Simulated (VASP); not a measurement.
# Co (Fm-3m) in VASP: a series of runs

Runs on Co. Level: BLYP. Tasks: single point.

All numbers are computed with VASP 6.6.1; they aren't measurements. Logs are shortened: lines on timing, memory, paths and dates and some standing lists are left out, and cuts for length are marked.

## Step 1: The cell of the first run

The structure is cubic, space group Fm-3m (No. 225). Conventional cell: a = 3.462 Å, b = 3.462 Å, c = 3.462 Å, α = 90.00°, β = 90.00°, γ = 90.00°. Co (site symmetry m-3m) has 12 Co at 2.45 Å within 3.2 Å.

This isn't the form of Co at room conditions, which is hcp.

## Step 2: Single point, BLYP (10.37 Å³/atom)

The input, INCAR:

```
PREC = Accurate
ENCUT = 600
EDIFF = 1E-6
ISMEAR = -1
SIGMA = 0.1
LREAL = F
LASPH = T
NELM = 120
ALGO = Normal
ISIF = 2
LWAVE = F
LCHARG = F
GGA = B5
ALDAX = 1.0
AGGAX = 1.0
AGGAC = 1.0
ALDAC = 0.0
NBANDS = 10
GGA_COMPAT = F
```

The input, KPOINTS:

```
Automatic mesh
0
Gamma
  17 17 17
```

The input, POSCAR:

```
Co
1.0
    0.0000000000      1.7307561942      1.7307561942
    1.7307561942      0.0000000000      1.7307561942
    1.7307561942      1.7307561942      0.0000000000
Co
1
Direct
    0.0000000000      0.0000000000      0.0000000000
```

Potentials or basis: VASP PAW PBE potentials, release 64 (Co).

Run with:

```console
cat potpaw_PBE.64/Co/POTCAR > POTCAR
mpirun -np 1 vasp_std > vasp.out
```

OUTCAR:

```text
PREC = Accurate
   ENCUT = 600
   EDIFF = 1E-6
   ISMEAR = -1
   LREAL = F
   LASPH = T
   NELM = 120
   ISIF = 2
   GGA = B5

 ion  position               nearest neighbor table
   1  0.000  0.000  0.000-

  LATTYP: Found a face centered cubic cell.
 ALAT       =     3.4615123884

  Lattice vectors:

 A1 = (   0.0000000000,   1.7307561942,   1.7307561942)
 A2 = (   1.7307561942,   0.0000000000,   1.7307561942)
 A3 = (   1.7307561942,   1.7307561942,   0.0000000000)

Analysis of symmetry for initial positions (statically):
=====================================================================
 Subroutine PRICEL returns:
 Original cell was already a primitive cell.

 Routine SETGRP: Setting up the symmetry group for a
 face centered cubic supercell.

 Subroutine GETGRP returns: Found 48 space group operations
 (whereof 48 operations were pure point group operations)
 out of a pool of 48 trial point group operations.

The static configuration has the point symmetry O_h .

Analysis of symmetry for dynamics (positions and initial velocities):
=====================================================================
 Subroutine PRICEL returns:
 Original cell was already a primitive cell.

 Routine SETGRP: Setting up the symmetry group for a
 face centered cubic supercell.

 Subroutine GETGRP returns: Found 48 space group operations
 (whereof 48 operations were pure point group operations)
 out of a pool of 48 trial point group operations.

The dynamic configuration has the point symmetry O_h .

 Subroutine INISYM returns: Found 48 space group operations
 (whereof 48 operations are pure point group operations),
 and found     1 'primitive' translations

----------------------------------------------------------------------------------------

                                     Primitive cell

  volume of cell :      10.3690

  direct lattice vectors                    reciprocal lattice vectors
     0.000000000  1.730756194  1.730756194    -0.288891065  0.288891065  0.288891065
     1.730756194  0.000000000  1.730756194     0.288891065 -0.288891065  0.288891065
     1.730756194  1.730756194  0.000000000     0.288891065  0.288891065 -0.288891065

  length of vectors
     2.447658883  2.447658883  2.447658883     0.500374002  0.500374002  0.500374002

  position of ions in fractional coordinates (direct lattice)
     0.000000000  0.000000000  0.000000000

  ion indices of the primitive-cell ions
   primitive index   ion index
                 1           1

----------------------------------------------------------------------------------------

 KPOINTS: Automatic mesh

Automatic generation of k-mesh.
 Grid dimensions read from file:
 generate k-points for:   17   17   17

 Generating k-lattice:

  Cartesian coordinates                     Fractional coordinates (reciprocal lattice)
    -0.016993592  0.016993592  0.016993592     0.058823529  0.000000000  0.000000000
     0.016993592 -0.016993592  0.016993592     0.000000000  0.058823529  0.000000000
     0.016993592  0.016993592 -0.016993592     0.000000000  0.000000000  0.058823529

  Length of vectors
     0.029433765  0.029433765  0.029433765

  Shift w.r.t. Gamma in fractional coordinates (k-lattice)
     0.000000000  0.000000000  0.000000000

 Subroutine IBZKPT returns following result:
 ===========================================

 Found    165 irreducible k-points:

 Following reciprocal coordinates:
            Coordinates               Weight
  0.000000  0.000000  0.000000      1.000000
  0.058824  0.000000  0.000000      8.000000
  0.117647  0.000000  0.000000      8.000000
  0.176471  0.000000  0.000000      8.000000
  0.235294  0.000000  0.000000      8.000000
  0.294118  0.000000  0.000000      8.000000
[... 16 lines left out ...]
 -0.176471  0.058824  0.000000     24.000000
 -0.117647  0.058824  0.000000     24.000000
 [... further k-points ...]
   k-points           NKPTS =    165   k-points in BZ     NKDIM =    165   number of bands    NBANDS=     10
   number of dos      NEDOS =    301   number of ions     NIONS =      1
   total plane-waves  NPLWV =   8000
   dimension x,y,z NGX =    20 NGY =   20 NGZ =   20
   dimension x,y,z NGXF=    40 NGYF=   40 NGZF=   40
   ions per type =               1
   NGX,Y,Z   is equivalent  to a cutoff of  13.58, 13.58, 13.58 a.u.
   NGXF,Y,Z  is equivalent  to a cutoff of  27.17, 27.17, 27.17 a.u.
 SYSTEM =  unknown system
   PREC   = accura    normal or accurate (medium, high low for compatibility)
   ISTART =      0    job   : 0-new  1-cont  2-samecut
   ICHARG =      2    charge: 1-file 2-atom 10-const
   ISPIN  =      1    spin polarized calculation?
   LNONCOLLINEAR =      F non collinear calculations
   LSORBIT =      F    spin-orbit coupling
   LASPH  =      T    aspherical Exc in radial PAW
   ENCUT  =  600.0 eV  44.10 Ry    6.64 a.u.   4.89  4.89  4.89*2*pi/ulx,y,z
   NELM   =    120;   NELMIN=  2; NELMDL= -5     # of ELM steps
   EDIFF  = 0.1E-05   stopping-criterion for ELM
   LREAL  =      F    real-space projection
   EDIFFG = 0.1E-04   stopping-criterion for IOM
   NSW    =      0    number of steps for IOM
   IBRION =     -1    ionic relax: 0-MD 1-quasi-New 2-CG
   NFREE  =      0    steps in history (QN), initial steepest desc. (CG)
   ISIF   =      2    stress and relaxation
   ISYM   =      2    0-nonsym 1-usesym 2-fastsym
   POTIM  = 0.5000    time-step for ionic-motion
   TEBEG  =    0.0;   TEEND  =   0.0 temperature during run
   PSTRESS=    0.0 pullay stress
   NELECT =       9.0000    total number of electrons
   NUPDOWN=      -1.0000    fix difference up-down
   EMIN   =  10.00;   EMAX   =-10.00  energy-range for DOS
   EFERMI =   0.00;   METHOD = LEGACY
   ISMEAR =    -1;   SIGMA  =   0.10  broadening in eV -4-tet -1-fermi 0-gaus
   EFERMI_NEDOS =   21; number of points for ismear=-14 and -15
   IALGO  =     38    algorithm
   IMIX   =      4    mixing-type and parameters
     AMIX     =   0.40;   BMIX     =  1.00
     AMIX_MAG =   1.60;   BMIX_MAG =  1.00
  volume/ion in A,a.u.               =      10.37        69.97
  Fermi-wavevector in a.u.,A,eV,Ry     =   1.561624  2.951041 33.180108  2.438669
  Thomas-Fermi vector in A             =   2.664662
   LORBIT       =      0    0 simple, 1 ext, 2 COOP (PROOUT), +10 PAW based schemes
   GGA     = B5    functional components
   LHFCALC =     F    Hartree Fock is set to
   AEXX    =    0.0000 exact exchange contribution
   IVDW    =     0    specifies the selected vdW correction
   LEPSILON=     F    determine dielectric tensor
   LRPA    =     F    only Hartree local field effects (RPA)
 non-spin polarized calculation
  energy-cutoff  :      600.00
  volume of cell :       10.37
 maximum number of plane-waves:       357
   NGX =  9   NGY =  9   NGZ =  9

 number of electron       9.0000000 magnetization

 Free energy of the ion-electron system (eV)
  ---------------------------------------------------
  ext. energy  EPLUGINS =         0.00000000
  ---------------------------------------------------
  free energy    TOTEN  =        -5.88543340 eV

  energy without entropy =       -5.80924844  energy(sigma->0) =       -5.84734092

 E-fermi :  11.2718     XC(G=0): -13.0815

 val. band max:       11.2668006051   @ k =   0.4118   0.2353   0.0588
 cond. band min:      11.2775478436   @ k =   0.4706   0.0000   0.0000
 fundamental gap:      0.0107472386
 Fermi energy:        11.2717923047

 k-point     1 :       0.0000    0.0000    0.0000
  band No.  band energies     occupation
      1       2.3924      2.00000
      2       9.3714      2.00000
      3       9.3714      2.00000
      4       9.3714      2.00000
      5      10.6874      1.99422
      6      10.6874      1.99422
      7      35.0768      0.00000
      8      39.8043      0.00000
      9      39.8043      0.00000
     10      39.8043      0.00000

 k-point     2 :       0.0588    0.0000    0.0000
  band No.  band energies     occupation
      1       2.5356      2.00000
      2       9.3258      2.00000
      3       9.4088      2.00000
      4       9.4088      2.00000
      5      10.6705      1.99512
      6      10.6705      1.99512
      7      34.8345      0.00000
      8      38.1705      0.00000
      9      39.5956      0.00000
     10      39.5956      0.00000

 k-point     3 :       0.1176    0.0000    0.0000
  band No.  band energies     occupation
      1       2.9564      2.00000
      2       9.2045      2.00000
      3       9.5038      2.00000
      4       9.5038      2.00000
      5      10.6372      1.99650
      6      10.6372      1.99650
      7      33.3743      0.00000
      8      36.5970      0.00000
      9      39.1482      0.00000
     10      39.1482      0.00000

 k-point     4 :       0.1765    0.0000    0.0000
  band No.  band energies     occupation
      1       3.6248      2.00000
      2       9.0531      2.00000
      3       9.5994      2.00000
      4       9.5994      2.00000
      5      10.6435      1.99627
      6      10.6435      1.99627
      7      30.6674      0.00000
      8      36.0643      0.00000
      9      38.6777      0.00000
     10      38.6777      0.00000
[... 222 lines left out ...]
 k-point    22 :      -0.2353    0.0588    0.0000
  band No.  band energies     occupation
      1       4.8863      2.00000
      2       8.8825      2.00000
      3       9.5872      2.00000
      4       9.6630      2.00000
      5      10.6343      1.99660
      6      11.0721      1.76103
      7      26.8869      0.00000
      8      34.0150      0.00000
      9      37.5007      0.00000
     10      40.2502      0.00000

 k-point    23 :      -0.1765    0.0588    0.0000
  band No.  band energies     occupation
      1       4.0092      2.00000
      2       8.9494      2.00000
      3       9.6286      2.00000
      4       9.6736      2.00000
      5      10.4888      1.99921
      6      10.8525      1.97023
      7      29.7858      0.00000
      8      34.4790      0.00000
      9      38.0982      0.00000
     10      40.4523      0.00000

 k-point    24 :      -0.1176    0.0588    0.0000
  band No.  band energies     occupation
      1       3.2756      2.00000
      2       9.0995      2.00000
      3       9.5752      2.00000
      4       9.5800      2.00000
      5      10.5048      1.99907
      6      10.7419      1.99006
      7      32.6012      0.00000
      8      35.1270      0.00000
      9      38.3595      0.00000
     10      40.5686      0.00000

 [... further k-points ...]

------------------------ aborting loop because EDIFF is reached ----------------------------------------

  FORCE on cell =-STRESS in cart. coord.  units (eV):
  Direction    XX          YY          ZZ          XY          YZ          ZX
  --------------------------------------------------------------------------------------
  -------------------------------------------------------------------------------------
  Total        0.6150370      0.6150370      0.6150370     -0.0000000      0.0000000      0.0000000
  in kB       95.0329421     95.0329421     95.0329421     -0.0000000      0.0000000      0.0000000
  external PRESSURE =      95.0329421 kB  Pullay stress =       0.0000000 kB

 VOLUME and BASIS-vectors are now :
 -----------------------------------------------------------------------------
  energy-cutoff  :      600.00
  volume of cell :       10.37
      direct lattice vectors                 reciprocal lattice vectors
     0.000000000  1.730756194  1.730756194    -0.288891065  0.288891065  0.288891065
     1.730756194  0.000000000  1.730756194     0.288891065 -0.288891065  0.288891065
     1.730756194  1.730756194  0.000000000     0.288891065  0.288891065 -0.288891065

 POSITION                                       TOTAL-FORCE (eV/Angst)
 -----------------------------------------------------------------------------------
      0.00000      0.00000      0.00000         0.000000      0.000000      0.000000
 -----------------------------------------------------------------------------------
    total drift:                                0.000000      0.000000      0.000000

  FREE ENERGIE OF THE ION-ELECTRON SYSTEM (eV)
  ---------------------------------------------------
  free  energy   TOTEN  =        -5.8854333987 eV

  energy  without entropy=       -5.8092484430  energy(sigma->0) =       -5.84734092
```

Wall time 16 s (1 thread of Intel Xeon Platinum 8488C (Sapphire Rapids), shared host); peak memory 0.14 GiB.

Results:

| Item | Value |
| --- | --- |
| Free energy | -5.8854 eV |
| Pressure | 9.5 GPa |
| Band gap on the k mesh | zero (an odd number of electrons rules out a gap without spin polarisation) |

Caveat: the cell stands under pressure; the PAW data sets were made with another functional, which shifts forces and pressure a little; the run has no spin polarisation, though such a crystal can be magnetic. Spin polarisation is off, so any magnetic state and its effect on volume and gap are missing.

## Step 3: Single point, BLYP (10.80 Å³/atom)

This run uses another cell than the first one, of 10.80 Å³/atom.

The input, INCAR:

```
SYSTEM = Co
AGGAC    = 1.0          
AGGAX    = 1.0          
ALDAC    = 0.0          
ALDAX    = 1.0          
ALGO     = Normal         ! electronic algorithm
EDIFF    = 1E-6           ! SCF threshold, eV
ENCUT    = 600            ! plane-wave cutoff, eV
GGA      = B5             ! functional
GGA_COMPAT= .FALSE.      
ISIF     = 2              ! what is computed and relaxed
ISMEAR   = -1             ! smearing method
LASPH    = .TRUE.         ! aspherical terms in the spheres
LCHARG   = .TRUE.         ! write CHGCAR
LELF     = .TRUE.         ! ELF
LREAL    = .FALSE.        ! projectors in reciprocal space
LVHAR    = .TRUE.       
LWAVE    = .FALSE.        ! write WAVECAR
NBANDS   = 10             ! bands
NELM     = 120            ! most SCF steps
PREC     = Accurate       ! precision mode
SIGMA    = 0.1            ! smearing width, eV
```

The input, KPOINTS:

```
k-points
0
G
  17 17 17
  0 0 0
```

The input, POSCAR:

```
Co
1.0
    0.0000000000      1.7544681297      1.7544681297
    1.7544681297      0.0000000000      1.7544681297
    1.7544681297      1.7544681297      0.0000000000
Co
1
Direct
    0.0000000000      0.0000000000      0.0000000000
```

Potentials or basis: VASP PAW PBE potentials, release 64 (Co).

Run with:

```console
cat potpaw_PBE.64/Co/POTCAR > POTCAR
mpirun -np 1 vasp_std > vasp.out
```

OUTCAR:

```text
SYSTEM = Co
   EDIFF = 1E-6
   ENCUT = 600
   GGA = B5
   ISIF = 2
   ISMEAR = -1
   LASPH = .TRUE.
   LREAL = .FALSE.
   NELM = 120
   PREC = Accurate

 ion  position               nearest neighbor table
   1  0.000  0.000  0.000-

  LATTYP: Found a face centered cubic cell.
 ALAT       =     3.5089362594

  Lattice vectors:

 A1 = (   0.0000000000,   1.7544681297,   1.7544681297)
 A2 = (   1.7544681297,   0.0000000000,   1.7544681297)
[... 490 lines left out ...]
     10      39.2608      0.00000

 [... further k-points ...]

------------------------ aborting loop because EDIFF is reached ----------------------------------------

  FORCE on cell =-STRESS in cart. coord.  units (eV):
  Direction    XX          YY          ZZ          XY          YZ          ZX
  --------------------------------------------------------------------------------------
  -------------------------------------------------------------------------------------
  Total       -0.0144139     -0.0144139     -0.0144139      0.0000000      0.0000000     -0.0000000
  in kB       -2.1380951     -2.1380951     -2.1380951      0.0000000      0.0000000     -0.0000000
  external PRESSURE =      -2.1380951 kB  Pullay stress =       0.0000000 kB

 VOLUME and BASIS-vectors are now :
 -----------------------------------------------------------------------------
  energy-cutoff  :      600.00
  volume of cell :       10.80
      direct lattice vectors                 reciprocal lattice vectors
     0.000000000  1.754468130  1.754468130    -0.284986653  0.284986653  0.284986653
     1.754468130  0.000000000  1.754468130     0.284986653 -0.284986653  0.284986653
     1.754468130  1.754468130  0.000000000     0.284986653  0.284986653 -0.284986653

 POSITION                                       TOTAL-FORCE (eV/Angst)
 -----------------------------------------------------------------------------------
      0.00000      0.00000      0.00000         0.000000      0.000000      0.000000
 -----------------------------------------------------------------------------------
    total drift:                                0.000000      0.000000      0.000000

  FREE ENERGIE OF THE ION-ELECTRON SYSTEM (eV)
  ---------------------------------------------------
  free  energy   TOTEN  =        -5.8976860409 eV

  energy  without entropy=       -5.8166600064  energy(sigma->0) =       -5.85717302
```

OSZICAR:

```text
N       E                     dE             d eps       ncg     rms          rms(c)
DAV:   1     0.259730714848E+02    0.25973E+02   -0.44882E+03  3324   0.119E+03
DAV:   2    -0.618283005364E+01   -0.32156E+02   -0.30864E+02  3360   0.163E+02
DAV:   3    -0.698741385978E+01   -0.80458E+00   -0.80008E+00  3704   0.317E+01
DAV:   4    -0.699784392770E+01   -0.10430E-01   -0.10427E-01  3848   0.323E+00
DAV:   5    -0.699814478431E+01   -0.30086E-03   -0.30085E-03  3954   0.499E-01    0.936E+00
DAV:   6    -0.614350414511E+01    0.85464E+00   -0.13972E+01  3640   0.547E+01    0.366E+00
DAV:   7    -0.591441321966E+01    0.22909E+00   -0.18730E+00  3648   0.192E+01    0.116E+00
DAV:   8    -0.590015354253E+01    0.14260E-01   -0.18712E-02  4822   0.140E+00    0.398E-01
DAV:   9    -0.589767709854E+01    0.24764E-02   -0.29833E-03  4816   0.405E-01    0.733E-02
DAV:  10    -0.589768888813E+01   -0.11790E-04   -0.14672E-05  3578   0.443E-02    0.220E-02
DAV:  11    -0.589768582137E+01    0.30668E-05   -0.72860E-07  2446   0.875E-03    0.407E-03
DAV:  12    -0.589768604091E+01   -0.21954E-06   -0.71740E-08  1742   0.348E-03
   1 F= -.58976860E+01 E0= -.58571730E+01  d E =-.810260E-01
```

stdout:

```text
POSCAR found type information on POSCAR Co
 POSCAR found :  1 types and       1 ions
 scaLAPACK will be used
 -----------------------------------------------------------------------------
|                                                                             |
|                                                                             |
|     You enforced a specific xc type in the INCAR file but a different       |
|     I HOPE YOU KNOW WHAT YOU ARE DOING!                                     |
|                                                                             |
 -----------------------------------------------------------------------------

 LDA part: xc-table for (Slater(with rela. corr.)+VWN5), standard interpolation
 POSCAR, INCAR and KPOINTS ok, starting setup
 FFT: planning ... GRIDC
 FFT: planning ... GRID_SOFT
 FFT: planning ... GRID
 WAVECAR not read
 entering main loop
```

It took 17 s on 1 thread of Intel Xeon Platinum 8488C (Sapphire Rapids), shared host; peak memory 0.14 GiB.

Results:

```yaml
Free_energy: -5.8977 eV
Pressure: -0.2 GPa
Band_gap_on_the_k_mesh: zero (an odd number of electrons rules out a gap without spin polarisation)
```

Caveat: the PAW data sets were made with another functional, which shifts forces and pressure a little; the run has no spin polarisation, though such a crystal can be magnetic.

(Part 1 of 2 ends here.)
